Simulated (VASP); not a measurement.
# In (I4/mmm) in VASP: a series of runs

The runs below take In through electric field gradients, with LDA.

Everything below comes from runs of VASP 6.6.1. Logs are shortened: lines on timing, memory, paths and dates and some standing lists are left out, and cuts for length are marked.

### Step 1. The cell of the first run

It takes space group I4/mmm (No. 139, tetragonal). Conventional cell: a = 3.186 Å, b = 3.186 Å, c = 4.848 Å, α = 90.00°, β = 90.00°, γ = 90.00°. In (site symmetry 4/mmm) has 12 In at 3.19 to 3.31 Å within 4.2 Å.

### Step 2. Electric field gradients, LDA (24.61 Å³/atom)

INCAR reads:

```
PREC = Accurate
ENCUT = 520
EDIFF = 1E-8
ISMEAR = -1
SIGMA = 0.05
LREAL = F
LASPH = T
NELM = 80
ALGO = Normal
ISIF = 2
LWAVE = F
LCHARG = F
LEFG = T
ISYM = 0
NBANDS = 12
```

KPOINTS reads:

```
Automatic mesh
0
Gamma
  12 12 14
```

POSCAR reads:

```
In
1.0
   -1.5932363393      1.5932363393      2.4238766667
    1.5932363393     -1.5932363393      2.4238766667
    1.5932363393      1.5932363393     -2.4238766667
In
1
Direct
    0.0000000000      0.0000000000      0.0000000000
```

Potentials or basis: VASP PAW LDA potentials, release 64 (In_d).

Started as:

```
$ cat potpaw_LDA.64/In_d/POTCAR > POTCAR
$ mpirun -np 1 vasp_std > vasp.out
```

OUTCAR:

```text
PREC = Accurate
   ENCUT = 520
   EDIFF = 1E-8
   ISMEAR = -1
   LREAL = F
   LASPH = T
   NELM = 80
   ISIF = 2
   ISYM = 0

 ion  position               nearest neighbor table
   1  0.000  0.000  0.000-

IMPORTANT INFORMATION: All symmetrisations will be switched off!
NOSYMM: (Re-)initialisation of all symmetry stuff for point group C_1.

----------------------------------------------------------------------------------------

                                     Primitive cell

  volume of cell :      24.6111

  direct lattice vectors                    reciprocal lattice vectors
    -1.593236339  1.593236339  2.423876667     0.000000000  0.313826636  0.206281123
     1.593236339 -1.593236339  2.423876667     0.313826636  0.000000000  0.206281123
     1.593236339  1.593236339 -2.423876667     0.313826636  0.313826636  0.000000000

  length of vectors
     3.309377911  3.309377911  3.309377911     0.375551673  0.375551673  0.443817884

  position of ions in fractional coordinates (direct lattice)
     0.000000000  0.000000000  0.000000000

  ion indices of the primitive-cell ions
   primitive index   ion index
                 1           1

----------------------------------------------------------------------------------------

 KPOINTS: Automatic mesh

Automatic generation of k-mesh.
 Grid dimensions read from file:
 generate k-points for:   12   12   14

 Generating k-lattice:

  Cartesian coordinates                     Fractional coordinates (reciprocal lattice)
     0.000000000  0.026152220  0.017190094     0.083333333  0.000000000  0.000000000
     0.026152220  0.000000000  0.017190094     0.000000000  0.083333333  0.000000000
     0.022416188  0.022416188  0.000000000     0.000000000  0.000000000  0.071428571

  Length of vectors
     0.031295973  0.031295973  0.031701277

  Shift w.r.t. Gamma in fractional coordinates (k-lattice)
     0.000000000  0.000000000  0.000000000

 -----------------------------------------------------------------------------
|                                                                             |
|           W    W    AA    RRRRR   N    N  II  N    N   GGGG   !!!           |
|           W    W   A  A   R    R  NN   N  II  NN   N  G    G  !!!           |
|           W    W  A    A  R    R  N N  N  II  N N  N  G       !!!           |
|           W WW W  AAAAAA  RRRRR   N  N N  II  N  N N  G  GGG   !            |
|           WW  WW  A    A  R   R   N   NN  II  N   NN  G    G                |
|           W    W  A    A  R    R  N    N  II  N    N   GGGG   !!!           |
|                                                                             |
|     Your reciprocal lattice and k-lattice belong to different lattice       |
|     classes:                                                                |
|                                                                             |
|        The reciprocal lattice is body-centered tetragonal,                  |
|        whereas your k-lattice is base-centered monoclinic.                  |
|                                                                             |
|     Results are often still useful ...                                      |
|                                                                             |
 -----------------------------------------------------------------------------

 WARNING: IBZKPT: internal override: KBLOWUP is changed to .FALSE.
      ... skipping the blow-up phase ...

 Subroutine IBZKPT returns following result:
 ===========================================

 Found   1012 irreducible k-points:

 Following reciprocal coordinates:
            Coordinates               Weight
  0.000000  0.000000  0.000000      1.000000
  0.083333  0.000000  0.000000      2.000000
  0.166667  0.000000 -0.000000      2.000000
  0.250000 -0.000000  0.000000      2.000000
  0.333333 -0.000000  0.000000      2.000000
  0.416667 -0.000000  0.000000      2.000000
[... 16 lines left out ...]
  0.250000  0.166667 -0.000000      2.000000
  0.333333  0.166667  0.000000      2.000000
 [... further k-points ...]
   k-points           NKPTS =   1012   k-points in BZ     NKDIM =   1012   number of bands    NBANDS=     12
   number of dos      NEDOS =    301   number of ions     NIONS =      1
   total plane-waves  NPLWV =  21952
   dimension x,y,z NGX =    28 NGY =   28 NGZ =   28
   dimension x,y,z NGXF=    56 NGYF=   56 NGZF=   56
   ions per type =               1
   NGX,Y,Z   is equivalent  to a cutoff of  14.07, 14.07, 14.07 a.u.
   NGXF,Y,Z  is equivalent  to a cutoff of  28.13, 28.13, 28.13 a.u.
 SYSTEM =  unknown system
   PREC   = accura    normal or accurate (medium, high low for compatibility)
   ISTART =      0    job   : 0-new  1-cont  2-samecut
   ICHARG =      2    charge: 1-file 2-atom 10-const
   ISPIN  =      1    spin polarized calculation?
   LNONCOLLINEAR =      F non collinear calculations
   LSORBIT =      F    spin-orbit coupling
   LASPH  =      T    aspherical Exc in radial PAW
   ENCUT  =  520.0 eV  38.22 Ry    6.18 a.u.   6.15  6.15  6.15*2*pi/ulx,y,z
   NELM   =     80;   NELMIN=  2; NELMDL= -5     # of ELM steps
   EDIFF  = 0.1E-07   stopping-criterion for ELM
   LREAL  =      F    real-space projection
   EDIFFG = 0.1E-06   stopping-criterion for IOM
   NSW    =      0    number of steps for IOM
   IBRION =     -1    ionic relax: 0-MD 1-quasi-New 2-CG
   NFREE  =      0    steps in history (QN), initial steepest desc. (CG)
   ISIF   =      2    stress and relaxation
   ISYM   =      0    0-nonsym 1-usesym 2-fastsym
   POTIM  = 0.5000    time-step for ionic-motion
   TEBEG  =    0.0;   TEEND  =   0.0 temperature during run
   PSTRESS=    0.0 pullay stress
   NELECT =      13.0000    total number of electrons
   NUPDOWN=      -1.0000    fix difference up-down
   EMIN   =  10.00;   EMAX   =-10.00  energy-range for DOS
   EFERMI =   0.00;   METHOD = LEGACY
   ISMEAR =    -1;   SIGMA  =   0.05  broadening in eV -4-tet -1-fermi 0-gaus
   EFERMI_NEDOS =   21; number of points for ismear=-14 and -15
   IALGO  =     38    algorithm
   IMIX   =      4    mixing-type and parameters
     AMIX     =   0.40;   BMIX     =  1.00
     AMIX_MAG =   1.60;   BMIX_MAG =  1.00
  volume/ion in A,a.u.               =      24.61       166.08
  Fermi-wavevector in a.u.,A,eV,Ry     =   1.323363  2.500793 23.827741  1.751290
  Thomas-Fermi vector in A             =   2.452976
   LORBIT       =      0    0 simple, 1 ext, 2 COOP (PROOUT), +10 PAW based schemes
   GGA     = CA    functional components
   LHFCALC =     F    Hartree Fock is set to
   AEXX    =    0.0000 exact exchange contribution
   IVDW    =     0    specifies the selected vdW correction
   LEPSILON=     F    determine dielectric tensor
   LRPA    =     F    only Hartree local field effects (RPA)
 non-spin polarized calculation
  energy-cutoff  :      520.00
  volume of cell :       24.61
 maximum number of plane-waves:       678
 NGX is ok and might be reduce to    28
   NGX = 13   NGY = 13   NGZ = 13

 number of electron      12.9999996 magnetization

 Free energy of the ion-electron system (eV)
  ---------------------------------------------------
  ext. energy  EPLUGINS =         0.00000000
  ---------------------------------------------------
  free energy    TOTEN  =        -3.21724643 eV

  energy without entropy =       -3.21339239  energy(sigma->0) =       -3.21531941

 E-fermi :   7.9234     XC(G=0): -10.8207

 val. band max:        7.9183468312   @ k =   0.3333   0.0833   0.0000
 cond. band min:       7.9332908131   @ k =  -0.4167   0.3333   0.2143
 fundamental gap:      0.0149439819
 Fermi energy:         7.9233946754

 k-point     1 :       0.0000    0.0000    0.0000
  band No.  band energies     occupation
      1      -6.7708      2.00000
      2      -6.6461      2.00000
      3      -6.6449      2.00000
      4      -6.5456      2.00000
      5      -6.4239      2.00000
      6      -2.0636      2.00000
      7      18.9135      0.00000
      8      18.9150      0.00000
      9      19.1040      0.00000
     10      19.7420      0.00000
     11      22.4932      0.00000
     12      22.5916      0.00000
[... 331 lines left out ...]
 k-point    24 :       0.3333    0.1667    0.0000
  band No.  band energies     occupation
      1      -6.7103      2.00000
      2      -6.6648      2.00000
      3      -6.5910      2.00000
      4      -6.4015      2.00000
      5      -6.3756      2.00000
      6       2.0089      2.00000
      7       7.6194      1.99543
      8      12.7536      0.00000
      9      15.5702      0.00000
     10      18.3978      0.00000
     11      21.6961      0.00000
     12      23.5525      0.00000

 [... further k-points ...]

------------------------ aborting loop because EDIFF is reached ----------------------------------------

  FORCE on cell =-STRESS in cart. coord.  units (eV):
  Direction    XX          YY          ZZ          XY          YZ          ZX
  --------------------------------------------------------------------------------------
  -------------------------------------------------------------------------------------
  Total       -0.0149466     -0.0149447      0.0692916     -0.0497996      0.0328474      0.0328480
  in kB       -0.9730237     -0.9729000      4.5108666     -3.2419411      2.1383581      2.1384014
  external PRESSURE =       0.8549810 kB  Pullay stress =       0.0000000 kB

 VOLUME and BASIS-vectors are now :
 -----------------------------------------------------------------------------
  energy-cutoff  :      520.00
  volume of cell :       24.61
      direct lattice vectors                 reciprocal lattice vectors
    -1.593236339  1.593236339  2.423876667     0.000000000  0.313826636  0.206281123
     1.593236339 -1.593236339  2.423876667     0.313826636  0.000000000  0.206281123
     1.593236339  1.593236339 -2.423876667     0.313826636  0.313826636  0.000000000

 POSITION                                       TOTAL-FORCE (eV/Angst)
 -----------------------------------------------------------------------------------
      0.00000      0.00000      0.00000        -0.000000     -0.000000     -0.000000
 -----------------------------------------------------------------------------------
    total drift:                               -0.000000     -0.000000     -0.000000

  FREE ENERGIE OF THE ION-ELECTRON SYSTEM (eV)
  ---------------------------------------------------
  free  energy   TOTEN  =        -3.2172464287 eV

  energy  without entropy=       -3.2133923938  energy(sigma->0) =       -3.21531941

 Electric field gradients (V/A^2)
---------------------------------------------------------------------
 ion       V_xx      V_yy      V_zz      V_xy      V_xz      V_yz
---------------------------------------------------------------------
   1     -10.126   -10.126    20.253     3.112    -1.828    -1.828
---------------------------------------------------------------------

 Electric field gradients after diagonalization (V/A^2)
 (convention: |V_zz| > |V_xx| > |V_yy|)
----------------------------------------------------------------------
 ion       V_xx      V_yy      V_zz     asymmetry (V_yy - V_xx)/ V_zz
----------------------------------------------------------------------
   1     -13.238    -7.258    20.496       0.292
----------------------------------------------------------------------

           NMR quadrupolar parameters

 Cq : quadrupolar parameter    Cq=e*Q*V_zz/h
 eta: asymmetry parameters     (V_yy - V_xx)/ V_zz
 Q  : nuclear electric quadrupole moment in mb (millibarn)
----------------------------------------------------------------------
 ion       Cq(MHz)       eta       Q (mb)
----------------------------------------------------------------------
   1       0.050       0.292       1.000
----------------------------------------------------------------------
```

It took 8.6 min on 1 thread of Intel Xeon Platinum 8259CL at 2.50GHz (Skylake/Cascade Lake), shared host; peak memory 0.38 GiB.

What came out:

| Property | Result |
| --- | --- |
| Free energy | -3.2172 eV |
| Pressure | 0.1 GPa |
| Band gap on the k mesh | zero (an odd number of electrons rules out a gap without spin polarisation) |
| Largest electric field gradient by atom | In +20.5 V/Å² |

Stress tensor (GPa, compression positive):
```
-0.10 -0.32  0.21
-0.32 -0.10  0.21
 0.21  0.21  0.45
```

Electric field gradients, principal values (V/Å²):
```tsv
atom	least	middle	greatest (by size)
1 In	-7.258	-13.238	20.496
```

Caveat: without QUAD_EFG the Cq values of the log hold for a quadrupole moment of 1 mb, not for the nuclei; spin-orbit coupling is left out, which moves the levels of the heavy elements.

### Step 3. Electric field gradients, LDA (25.38 Å³/atom)

This run uses another cell than the first one, of 25.38 Å³/atom.

INCAR reads:

```
PREC     = Accurate       # precision mode
ENCUT    = 520            # plane-wave cutoff, eV
EDIFF    = 1E-8           # SCF threshold, eV
ISMEAR   = -1             # smearing method
SIGMA    = 0.05           # smearing width, eV
LREAL    = F              # projectors in reciprocal space
LASPH    = T              # aspherical terms in the spheres
NELM     = 60             # most SCF steps
ALGO     = Normal         # electronic algorithm
ISIF     = 2              # what is computed and relaxed
LWAVE    = F              # write WAVECAR
LCHARG   = F              # write CHGCAR
LEFG     = T            
ISYM     = 0            
NBANDS   = 12             # bands
```

KPOINTS reads:

```
regular mesh
0
Gamma
  12 12 14
```

POSCAR reads:

```
In
1.0
   -1.6097231193      1.6097231193      2.4489588974
    1.6097231193     -1.6097231193      2.4489588974
    1.6097231193      1.6097231193     -2.4489588974
In
1
Direct
    0.0000000000      0.0000000000      0.0000000000
```

Potentials or basis: VASP PAW LDA potentials, release 64 (In_d).

Started as:

```
$ cat potpaw_LDA.64/In_d/POTCAR > POTCAR
$ mpirun -np 1 vasp_std > vasp.out
```

OUTCAR:

```text
PREC = Accurate
   ENCUT = 520
   EDIFF = 1E-8
   ISMEAR = -1
   LREAL = F
   LASPH = T
   NELM = 60
   ISIF = 2
   ISYM = 0

 ion  position               nearest neighbor table
   1  0.000  0.000  0.000-

IMPORTANT INFORMATION: All symmetrisations will be switched off!
NOSYMM: (Re-)initialisation of all symmetry stuff for point group C_1.

----------------------------------------------------------------------------------------

                                     Primitive cell

  volume of cell :      25.3831

  direct lattice vectors                    reciprocal lattice vectors
    -1.609723119  1.609723119  2.448958897     0.000000000  0.310612424  0.204168392
     1.609723119 -1.609723119  2.448958897     0.310612424  0.000000000  0.204168392
     1.609723119  1.609723119 -2.448958897     0.310612424  0.310612424  0.000000000

  length of vectors
     3.343623293  3.343623293  3.343623293     0.371705273  0.371705273  0.439272303

  position of ions in fractional coordinates (direct lattice)
     0.000000000  0.000000000  0.000000000

  ion indices of the primitive-cell ions
   primitive index   ion index
                 1           1

----------------------------------------------------------------------------------------

 KPOINTS: regular mesh

Automatic generation of k-mesh.
 Grid dimensions read from file:
 generate k-points for:   12   12   14

 Generating k-lattice:

  Cartesian coordinates                     Fractional coordinates (reciprocal lattice)
     0.000000000  0.025884369  0.017014033     0.083333333  0.000000000 -0.000000000
     0.025884369  0.000000000  0.017014033     0.000000000  0.083333333 -0.000000000
     0.022186602  0.022186602  0.000000000     0.000000000  0.000000000  0.071428571

[... 479 lines left out ...]
  band No.  band energies     occupation
      1      -7.0347      2.00000
      2      -6.9941      2.00000
      3      -6.9274      2.00000
      4      -6.7524      2.00000
      5      -6.7283      2.00000
      6       1.7510      2.00000
      7       7.2516      1.99415
      8      12.2633      0.00000
      9      15.0292      0.00000
     10      17.8767      0.00000
     11      21.0835      0.00000
     12      22.9122      0.00000

 [... further k-points ...]

------------------------ aborting loop because EDIFF is reached ----------------------------------------

  FORCE on cell =-STRESS in cart. coord.  units (eV):
  Direction    XX          YY          ZZ          XY          YZ          ZX
  --------------------------------------------------------------------------------------
  -------------------------------------------------------------------------------------
  Total       -0.2404486     -0.2404475     -0.1601708     -0.0383011      0.0297416      0.0297417
  in kB      -15.1771071    -15.1770375    -10.1099769     -2.4175637      1.8772888      1.8772979
  external PRESSURE =     -13.4880405 kB  Pullay stress =       0.0000000 kB

 VOLUME and BASIS-vectors are now :
 -----------------------------------------------------------------------------
  energy-cutoff  :      520.00
  volume of cell :       25.38
      direct lattice vectors                 reciprocal lattice vectors
    -1.609723119  1.609723119  2.448958897     0.000000000  0.310612424  0.204168392
     1.609723119 -1.609723119  2.448958897     0.310612424  0.000000000  0.204168392
     1.609723119  1.609723119 -2.448958897     0.310612424  0.310612424  0.000000000

 POSITION                                       TOTAL-FORCE (eV/Angst)
 -----------------------------------------------------------------------------------
      0.00000      0.00000      0.00000        -0.000001      0.000000     -0.000001
 -----------------------------------------------------------------------------------
    total drift:                               -0.000001      0.000000     -0.000001

  FREE ENERGIE OF THE ION-ELECTRON SYSTEM (eV)
  ---------------------------------------------------
  free  energy   TOTEN  =        -3.2145244826 eV

  energy  without entropy=       -3.2105252512  energy(sigma->0) =       -3.21252487

 Electric field gradients (V/A^2)
---------------------------------------------------------------------
 ion       V_xx      V_yy      V_zz      V_xy      V_xz      V_yz
---------------------------------------------------------------------
   1      -9.665    -9.665    19.330     2.449    -1.840    -1.840
---------------------------------------------------------------------

 Electric field gradients after diagonalization (V/A^2)
 (convention: |V_zz| > |V_xx| > |V_yy|)
----------------------------------------------------------------------
 ion       V_xx      V_yy      V_zz     asymmetry (V_yy - V_xx)/ V_zz
----------------------------------------------------------------------
   1     -12.114    -7.468    19.582       0.237
----------------------------------------------------------------------

           NMR quadrupolar parameters

 Cq : quadrupolar parameter    Cq=e*Q*V_zz/h
 eta: asymmetry parameters     (V_yy - V_xx)/ V_zz
 Q  : nuclear electric quadrupole moment in mb (millibarn)
----------------------------------------------------------------------
 ion       Cq(MHz)       eta       Q (mb)
----------------------------------------------------------------------
   1       0.047       0.237       1.000
----------------------------------------------------------------------
```

stdout:

```text
POSCAR found type information on POSCAR In
 POSCAR found :  1 types and       1 ions
 scaLAPACK will be used
 LDA part: xc-table for (Slater(with rela. corr.)+CA(PZ))
 , standard interpolation
 -----------------------------------------------------------------------------
[... 26 lines left out ...]
     0.0000778    -0.0073136     0.0093435     0.2351610     0.0093420     0.0000007
     0.0001071    -0.0073136     0.0093435     0.2351610     0.0093420     0.0000007
     0.0001475    -0.0073136     0.0093435     0.2351609     0.0093420     0.0000007

     0.0000565    -2.2530038     1.6907118   -15.4483932     1.6907060    -0.0000022
     0.0000778    -2.2528188     1.6905788   -15.4466133     1.6905730    -0.0000022
     0.0001071    -2.2525257     1.6903685   -15.4437576     1.6903627    -0.0000022
     0.0001475    -2.2520631     1.6900373   -15.4391945     1.6900315    -0.0000022
```

Run time: 9 min. Hardware: 1 thread of Intel Xeon Platinum 8259CL at 2.50GHz (Skylake/Cascade Lake), shared host; peak memory 0.39 GiB.

What came out:

| Item | Value |
| --- | --- |
| Free energy | -3.2145 eV |
| Pressure | -1.3 GPa |
| Band gap on the k mesh | zero (an odd number of electrons rules out a gap without spin polarisation) |
| Largest electric field gradient by atom | In +19.6 V/Å² |

Electric field gradients, principal values (V/Å²):
```csv
atom,least,middle,greatest (by size)
1 In,-7.468,-12.114,19.582
```

Caveat: without QUAD_EFG the Cq values of the log hold for a quadrupole moment of 1 mb, not for the nuclei; spin-orbit coupling is left out, which moves the levels of the heavy elements.

(Continued in part 2 of 2.)
